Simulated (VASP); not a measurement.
A run of VASP 6.6.1:

File INCAR:

```
ALGO = Normal
EDIFF = 1E-7
EDIFFG = -0.005
ENCUT = 600
GGA = PS
IBRION = 2
ISIF = 3
ISMEAR = -1
LASPH = T
LCHARG = F
LREAL = F
LWAVE = F
NELM = 100
NSW = 60
PREC = Accurate
PSTRESS = 780.0
SIGMA = 0.05
```

KPOINTS

```
k-points
0
Gamma
  19 19 17
```

POSCAR

```
V
1.0
    2.3307161567      0.0000000000      0.0000000000
   -1.1653580783      2.0184594007      0.0000000000
    0.0000000000      0.0000000000      2.1908731873
V
1
Direct
    0.0000000000      0.0000000000      0.0000000000
```

Potentials or basis: VASP PAW PBE potentials, release 64 (V_sv).

The run is started by

```sh
$ cat potpaw_PBE.64/V_sv/POTCAR > POTCAR
$ mpirun -np 1 vasp_std > vasp.out
```

Hardware: 1 thread of AMD EPYC 7R43 64-Core Processor (Zen 3), on a shared host.

Task: Estimate the wall time of this run.

Result: It took 2.6 min on 1 thread of AMD EPYC 7R43 64-Core Processor (Zen 3) (shared host), peak memory 0.14 GiB. Counts: scf iterations 47, k points 360, ion steps 6.
